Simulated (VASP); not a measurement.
Write the native input for VASP 6.6.1 that does the following.

| Property | Result |
| --- | --- |
| Task | single point |
| Functional | LDA |
| Potentials or basis | VASP PAW LDA potentials, release 64 (Si, Ni) |
| Cutoff | 520 eV |
| k mesh | 8 × 7 × 5 |
| Occupations | fermi-dirac, width 0.05 eV |
| Spin | no spin polarisation |
| Dipole correction | no |
| Further INCAR settings | ALGO = Normal; EDIFF = 1e-06; NBANDS = 22 |

The structure of SiNi lies in POSCAR:

```
SiNi
1.0
    2.9427706600      0.0000000000      0.0000000000
    0.0000000000      3.2803255400      0.0000000000
    0.0000000000      0.0000000000      4.6774467600
Si Ni
2 2
Direct
   -0.0218878762     -0.0000253024      0.1863745425
    0.6878453111      0.5000253725      0.8250828279
    0.1756545310      0.0000201200      0.6697239243
    0.4917216349      0.4999799502      0.3188188079
```

The input as run:

INCAR

```
ALGO     = Normal         # electronic algorithm
EDIFF    = 1E-6           # SCF threshold, eV
ENCUT    = 520            # plane-wave cutoff, eV
ISIF     = 2              # what is computed and relaxed
ISMEAR   = -1             # smearing method
LASPH    = T              # aspherical terms in the spheres
LCHARG   = F              # write CHGCAR
LREAL    = F              # projectors in reciprocal space
LWAVE    = F              # write WAVECAR
NBANDS   = 22             # bands
NELM     = 80             # most SCF steps
PREC     = Accurate       # precision mode
SIGMA    = 0.05           # smearing width, eV
```

KPOINTS

```
k-points
0
Gamma
  8 7 5
```

Potentials or basis: VASP PAW LDA potentials, release 64 (Si, Ni).

The run is started by

```bash
$ cat potpaw_LDA.64/Si/POTCAR potpaw_LDA.64/Ni/POTCAR > POTCAR
$ mpirun -np 1 vasp_std > vasp.out
```

Results of the run:

The pressure is 2.5 GPa. The largest force is 1.016 eV/Å. The band gap on the k mesh is zero (bands 14 and 15 overlap by 1.92 eV).

Caveat: the stress differs along the axes, from -1 to 9 GPa; forces of over 1 eV/Å act on the atoms, so gaps and moduli don't describe the material at rest.

It took 54 s on 1 thread of Intel(R) Xeon(R) Platinum 8488C (Sapphire Rapids), with other jobs on the host, peak memory 0.23 GiB.
